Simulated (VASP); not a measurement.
# Pd in VASP: further runs

The runs below take Pd through single point, with r2SCAN+D3(BJ).

Program: VASP 6.6.1. These are calculated values, not measurements. Logs are shortened: lines on timing, memory, paths and dates and some standing lists are left out, and cuts for length are marked.

### 1 The cell of the first run

The structure is cubic, space group Im-3m (No. 229). The conventional cell has a = 3.145 Å, b = 3.145 Å, c = 3.145 Å, α = 90.00°, β = 90.00°, γ = 90.00°. Pd (site symmetry m-3m) has 14 Pd at 2.72 to 3.14 Å within 3.6 Å.

### 2 Single point, r2SCAN+D3(BJ)

The input, POSCAR:

```
Pd
1.0
   -1.5722810000      1.5722810000      1.5722810000
    1.5722810000     -1.5722810000      1.5722810000
    1.5722810000      1.5722810000     -1.5722810000
Pd
1
Direct
    0.0000000000      0.0000000000      0.0000000000
```

The input, INCAR.step1:

```
PREC = Accurate
ENCUT = 520
ISMEAR = 1
SIGMA = 0.02
LREAL = False
LASPH = True
NELM = 60
NBANDS = 11
GGA = PE
ALGO = Normal
EDIFF = 1E-4
LWAVE = True
LCHARG = False
```

The input, INCAR.step2:

```
PREC = Accurate
ENCUT = 520
EDIFF = 1E-7
ISMEAR = 1
SIGMA = 0.02
LREAL = False
LASPH = True
NELM = 60
ALGO = Normal
ISIF = 2
LWAVE = False
LCHARG = False
METAGGA = R2SCAN
LMIXTAU = True
IVDW = 12
VDW_S6 = 1.0
VDW_S8 = 0.78981345
VDW_A1 = 0.49484001
VDW_A2 = 5.73083694
NBANDS = 11
ISTART = 1
```

The input, KPOINTS:

```
regular mesh
0
Gamma
  10 10 10
```

Potentials or basis: VASP PAW PBE potentials, release 64 (Pd).

The run is started by

```bash
cat potpaw_PBE.64/Pd/POTCAR > POTCAR
cp INCAR.step1 INCAR
mpirun -np 1 vasp_std > vasp.out
cp INCAR.step2 INCAR
mpirun -np 1 vasp_std > vasp.out
```

OUTCAR:

```text
PREC = Accurate
   ENCUT = 520
   EDIFF = 1E-7
   ISMEAR = 1
   LREAL = False
   LASPH = True
   NELM = 60
   ISIF = 2
   METAGGA = R2SCAN
   IVDW = 12
   ISTART = 1
 IVDW          = 12

 ion  position               nearest neighbor table
   1  0.000  0.000  0.000-

  LATTYP: Found a body centered cubic cell.
 ALAT       =     3.1445620000

  Lattice vectors:

 A1 = (  -1.5722810000,   1.5722810000,   1.5722810000)
 A2 = (   1.5722810000,  -1.5722810000,   1.5722810000)
 A3 = (   1.5722810000,   1.5722810000,  -1.5722810000)

Analysis of symmetry for initial positions (statically):
=====================================================================
 Subroutine PRICEL returns:
 Original cell was already a primitive cell.

 Routine SETGRP: Setting up the symmetry group for a
 body centered cubic supercell.

 Subroutine GETGRP returns: Found 48 space group operations
 (whereof 48 operations were pure point group operations)
 out of a pool of 48 trial point group operations.

The static configuration has the point symmetry O_h .

Analysis of symmetry for dynamics (positions and initial velocities):
=====================================================================
 Subroutine PRICEL returns:
 Original cell was already a primitive cell.

 Routine SETGRP: Setting up the symmetry group for a
 body centered cubic supercell.

 Subroutine GETGRP returns: Found 48 space group operations
 (whereof 48 operations were pure point group operations)
 out of a pool of 48 trial point group operations.

The dynamic configuration has the point symmetry O_h .

 Subroutine INISYM returns: Found 48 space group operations
 (whereof 48 operations are pure point group operations),
 and found     1 'primitive' translations

----------------------------------------------------------------------------------------

                                     Primitive cell

  volume of cell :      15.5471

  direct lattice vectors                    reciprocal lattice vectors
    -1.572281000  1.572281000  1.572281000     0.000000000  0.318009313  0.318009313
     1.572281000 -1.572281000  1.572281000     0.318009313  0.000000000  0.318009313
     1.572281000  1.572281000 -1.572281000     0.318009313  0.318009313  0.000000000

  length of vectors
     2.723270576  2.723270576  2.723270576     0.449733083  0.449733083  0.449733083

  position of ions in fractional coordinates (direct lattice)
     0.000000000  0.000000000  0.000000000

[... 81 lines left out ...]
   ISIF   =      2    stress and relaxation
   ISYM   =      2    0-nonsym 1-usesym 2-fastsym
   POTIM  = 0.5000    time-step for ionic-motion
   TEBEG  =    0.0;   TEEND  =   0.0 temperature during run
   PSTRESS=    0.0 pullay stress
   NELECT =      10.0000    total number of electrons
   NUPDOWN=      -1.0000    fix difference up-down
   EMIN   =  10.00;   EMAX   =-10.00  energy-range for DOS
   EFERMI =   0.00;   METHOD = LEGACY
   ISMEAR =     1;   SIGMA  =   0.02  broadening in eV -4-tet -1-fermi 0-gaus
   EFERMI_NEDOS =   21; number of points for ismear=-14 and -15
   IALGO  =     38    algorithm
   IMIX   =      4    mixing-type and parameters
     AMIX     =   0.40;   BMIX     =  1.00
     AMIX_MAG =   1.60;   BMIX_MAG =  1.00
  volume/ion in A,a.u.               =      15.55       104.92
  Fermi-wavevector in a.u.,A,eV,Ry     =   1.413160  2.670485 27.171123  1.997021
  Thomas-Fermi vector in A             =   2.534834
   LORBIT       =      0    0 simple, 1 ext, 2 COOP (PROOUT), +10 PAW based schemes
   METAGGA = R2SCAN    functional components
   LHFCALC =     F    Hartree Fock is set to
   AEXX    =    0.0000 exact exchange contribution
   IVDW    =    12    specifies the selected vdW correction
   LEPSILON=     F    determine dielectric tensor
   LRPA    =     F    only Hartree local field effects (RPA)
 non-spin polarized calculation
 Methfessel and Paxton  Order N= 1 SIGMA  =   0.02
  energy-cutoff  :      520.00
  volume of cell :       15.55
 maximum number of plane-waves:       430
   NGX = 11   NGY = 11   NGZ = 11

 number of electron      10.0000005 magnetization

 Free energy of the ion-electron system (eV)
  ---------------------------------------------------
  ext. energy  EPLUGINS =         0.00000000
  ---------------------------------------------------
  free energy    TOTEN  =       -22.90065730 eV

  energy without entropy =      -22.90050698  energy(sigma->0) =      -22.90060719

 E-fermi :   8.8372     XC(G=0): -13.7252

 val. band max:        8.7665255792   @ k =  -0.4000   0.4000   0.2000
 cond. band min:       8.8442124205   @ k =  -0.4000   0.5000   0.3000
 fundamental gap:      0.0776868413
 Fermi energy:         8.8371909943

 k-point     1 :       0.0000    0.0000    0.0000
  band No.  band energies     occupation
      1       2.0033      2.00000
      2       5.9505      2.00000
      3       5.9505      2.00000
      4       5.9505      2.00000
      5       7.7991      2.00000
      6       7.7991      2.00000
      7      28.9837      0.00000
      8      28.9837      0.00000
      9      28.9837      0.00000
     10      31.5501      0.00000
     11      37.2104      0.00000
[... 309 lines left out ...]
 k-point    24 :      -0.3000    0.3000    0.1000
  band No.  band energies     occupation
      1       4.2364      2.00000
      2       5.4486      2.00000
      3       6.3632      2.00000
      4       7.2774      2.00000
      5       7.9022      2.00000
      6       8.5713      2.00000
      7      22.7850      0.00000
      8      26.3810      0.00000
      9      28.3941      0.00000
     10      31.5332      0.00000
     11      32.7583      0.00000

 [... further k-points ...]

------------------------ aborting loop because EDIFF is reached ----------------------------------------

 Edisp (eV)   -0.29952

 E8    (eV) :    -0.1046

  FORCE on cell =-STRESS in cart. coord.  units (eV):
  Direction    XX          YY          ZZ          XY          YZ          ZX
  --------------------------------------------------------------------------------------
  -------------------------------------------------------------------------------------
  Total      -0.79196    -0.79196    -0.79196     0.00000     0.00000    -0.00000
  in kB     -81.61395   -81.61395   -81.61395     0.00000     0.00000    -0.00000
  external pressure =      -81.61 kB  Pullay stress =        0.00 kB

 VOLUME and BASIS-vectors are now :
 -----------------------------------------------------------------------------
  energy-cutoff  :      520.00
  volume of cell :       15.55
      direct lattice vectors                 reciprocal lattice vectors
    -1.572281000  1.572281000  1.572281000     0.000000000  0.318009313  0.318009313
     1.572281000 -1.572281000  1.572281000     0.318009313  0.000000000  0.318009313
     1.572281000  1.572281000 -1.572281000     0.318009313  0.318009313  0.000000000

 POSITION                                       TOTAL-FORCE (eV/Angst)
 -----------------------------------------------------------------------------------
      0.00000      0.00000      0.00000         0.000000     -0.000000      0.000000
 -----------------------------------------------------------------------------------
    total drift:                               -0.000000     -0.000000      0.000000

  FREE ENERGIE OF THE ION-ELECTRON SYSTEM (eV)
  ---------------------------------------------------
  free  energy   TOTEN  =       -23.2001788356 eV

  energy  without entropy=      -23.2000285130  energy(sigma->0) =      -23.20012873
```

OSZICAR.step1:

```text
N       E                     dE             d eps       ncg     rms          rms(c)
DAV:   1     0.437101927943E+02    0.43710E+02   -0.51067E+03  1042   0.846E+02
DAV:   2    -0.483776934290E+01   -0.48548E+02   -0.46977E+02  1154   0.185E+02
DAV:   3    -0.542937702352E+01   -0.59161E+00   -0.59136E+00  1252   0.217E+01
DAV:   4    -0.543212144876E+01   -0.27444E-02   -0.27442E-02  1248   0.154E+00
DAV:   5    -0.543215316359E+01   -0.31715E-04   -0.31716E-04  1317   0.147E-01    0.657E+00
DAV:   6    -0.518360575735E+01    0.24855E+00   -0.10275E+00  1262   0.818E+00    0.320E+00
DAV:   7    -0.517606409734E+01    0.75417E-02   -0.10101E-02  1298   0.774E-01    0.176E+00
DAV:   8    -0.517364149949E+01    0.24226E-02   -0.73800E-03  1204   0.787E-01    0.230E-01
DAV:   9    -0.517312784232E+01    0.51366E-03   -0.23928E-03  1277   0.405E-01    0.142E-02
DAV:  10    -0.517313247719E+01   -0.46349E-05   -0.89099E-06   763   0.250E-02
   1 F= -.51731325E+01 E0= -.51730824E+01  d E =-.150378E-03
```

Wall time 18 s (1 thread of AMD EPYC 9R45 (Zen 5), shared host); peak memory 0.11 GiB.

What came out:

* Free energy: -23.2002 eV
* Pressure: -8.2 GPa
* Band gap on the k mesh: zero (band 5 reaches 9.34 eV, above the bottom of band 6 at 7.80 eV)
* Dispersion energy per atom: -0.300 eV

Caveat: three body term missing; the PAW data sets were made with another functional, which shifts forces and pressure a little; pairwise dispersion overbinds metals, which lowers pressure and volume.

### 3 Single point, r2SCAN+D3(BJ)

This run uses another cell than the first one, of 15.00 Å³/atom, 0.965 times its volume.

The input, POSCAR:

```
Pd
1.0
   -1.5581062904      1.5793206478      1.5793206478
    1.5442155573     -1.5511921615      1.5373014284
    1.5442155573      1.5373014284     -1.5511921615
Pd
1
Direct
    0.0000000000      0.0000000000      0.0000000000
```

The input, INCAR.step1:

```
SYSTEM = Pd
ALGO = Normal ; EDIFF = 1E-4
ENCUT = 520 ; GGA = PE
ISMEAR = 1 ; LASPH = .TRUE.
LCHARG = .FALSE. ; LREAL = .FALSE.
LWAVE = .TRUE. ; NBANDS = 11
NELM = 60 ; PREC = Accurate
SIGMA = 0.02
```

The input, INCAR.step2:

```
SYSTEM = Pd
ALGO = Normal ; EDIFF = 1E-6
ENCUT = 520 ; ISIF = 2
ISMEAR = 1 ; ISTART = 1
IVDW = 12 ; LASPH = .TRUE.
LCHARG = .TRUE. ; LELF = .TRUE.
LMIXTAU = .TRUE. ; LREAL = .FALSE.
LVHAR = .TRUE. ; LWAVE = .FALSE.
METAGGA = R2SCAN ; NBANDS = 11
NELM = 60 ; PREC = Accurate
SIGMA = 0.02 ; VDW_A1 = 0.49484001
VDW_A2 = 5.73083694 ; VDW_S6 = 1.0
VDW_S8 = 0.78981345
```

The input, KPOINTS:

```
k-points
0
G
  10 10 10
  0 0 0
```

Potentials or basis: VASP PAW PBE potentials, release 64 (Pd).

The run is started by

```bash
cat potpaw_PBE.64/Pd/POTCAR > POTCAR
cp INCAR.step1 INCAR
mpirun -np 1 vasp_std > vasp.out
cp INCAR.step2 INCAR
mpirun -np 1 vasp_std > vasp.out
```

It took 73 s on 1 thread of AMD EPYC 9R45 (Zen 5), shared host; peak memory 0.14 GiB.

It converged, with:

* Free energy: -23.2167 eV
* Pressure: -2.2 GPa
* Band gap on the k mesh: zero (band 5 reaches 10.01 eV, above the bottom of band 6 at 8.32 eV)
* Dispersion energy per atom: -0.311 eV

Stress tensor (GPa, compression positive):
```
-2.18  0.76  0.76
 0.76 -2.17 -1.55
 0.76 -1.55 -2.17
```

Levels at points of the mesh, in eV from the Fermi level:
```tsv
k point	band 1	band 2	band 3	band 4	band 5	band 6	band 7	band 8	band 9	band 10
(0.00, 0.00, 0.00)	-7.09	-3.12	-3.10	-2.86	-1.10	-1.03	20.02	20.26	20.52	22.62
(0.50, 0.00, 0.00)	-5.36	-4.24	-1.14	-0.80	0.51	1.49	7.90	16.06	18.85	22.60
(0.00, 0.50, 0.00)	-5.36	-4.24	-1.12	-0.85	0.60	1.75	8.33	15.71	18.45	22.59
(0.50, 0.50, 0.00)	-5.36	-4.28	-1.09	-0.79	0.54	1.62	8.11	15.88	18.54	22.59
(0.00, 0.50, 0.50)	-5.36	-4.13	-1.20	-0.93	0.62	1.75	8.33	15.80	18.59	22.59
(0.50, 0.50, 0.50)	-5.35	-5.34	0.05	0.22	0.26	9.60	9.61	9.90	18.10	18.12
```

Caveat: three body term missing; the PAW data sets were made with another functional, which shifts forces and pressure a little; pairwise dispersion overbinds metals, which lowers pressure and volume.
